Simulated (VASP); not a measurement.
ZnS, 2 atoms in the cell. The structure is cubic, space group F-43m (No. 216). The conventional cell has a = 5.541 Å, b = 5.541 Å, c = 5.541 Å, α = 90.00°, β = 90.00°, γ = 90.00°. Zn (site symmetry -43m) has 4 S at 2.40 Å within 3.2 Å. S (site symmetry -43m) has 4 Zn at 2.40 Å within 3.2 Å. 

| Item | Value |
| --- | --- |
| Program | VASP 6.6.1 |
| Task | single point |
| Functional | PBE |
| Potentials or basis | VASP PAW PBE potentials, release 64 (Zn, S) |
| Cutoff | 500 eV |
| k mesh | 6 × 6 × 6 |
| Occupations | gaussian, width 0.05 eV |
| Spin | no spin polarisation |
| Dipole correction | no |
| Further INCAR settings | ALGO = Normal; EDIFF = 1e-06; NBANDS = 16 |

Potentials or basis: VASP PAW PBE potentials, release 64 (Zn, S).

The run is started by

```console
$ cat potpaw_PBE.64/Zn/POTCAR potpaw_PBE.64/S/POTCAR > POTCAR
$ mpirun -np 1 vasp_std > vasp.out
```

Hardware: 1 thread of Intel(R) Xeon(R) 6975P-C (Granite Rapids), on a shared host.

**Question.** How long does it take, and how much memory?

**Answer.** Run time: 11 s on 1 thread of Intel(R) Xeon(R) 6975P-C (Granite Rapids), with other jobs on the host, peak memory 0.16 GiB. Counts: scf iterations 13, k points 16.
